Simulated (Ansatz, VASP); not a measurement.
# Two plane-wave programs on TiSnTe3

```xyz
5
Lattice="5.3766 0.0000 0.0000 0.0000 5.3766 0.0000 0.0000 0.0000 5.3766" Properties=species:S:1:pos:R:3 pbc="T T T"
Ti    2.6883    2.6883    2.6883
Sn    0.0000    0.0000    0.0000
Te    2.6883    2.6883    0.0000
Te    0.0000    2.6883    2.6883
Te    2.6883    0.0000    2.6883
```

Change from the starting cell: species swapped into the Pr3InN type (Pm-3m, No. 221).

Alike in both runs: functional PBE; k mesh 8 × 8 × 8; occupations gaussian, width 0.1 eV; no spin polarisation.

Ansatz relaxed the structure, and its values are those at the end. VASP's run is a single point on that final structure, the one shown.

```csv
,VASP,Ansatz
version,VASP 6.6.1,Ansatz 0.2.0
potentials or method,"VASP PAW PBE potentials, release 64 (Ti_sv, Sn_d, Te), cutoff 520 eV","scalar-relativistic, plane waves, PAW"
valence electrons in the cell,44,74
```

|  | VASP | Ansatz | Ansatz less VASP |
| --- | --- | --- | --- |
| gap on the k mesh at the Fermi level (eV) | none | none | - |
| pressure (GPa) | 0.0 | 0.0 | +0.03 |

A gap of «none» marks a metal or a gap that the smearing closes. With one functional, cell and mesh, what is left measures potentials, basis and numerics. VASP's potentials hold 44 valence electrons a cell and Ansatz's 74, so a difference there can come from the potentials and not from the codes.

Neither program's run includes spin-orbit coupling.
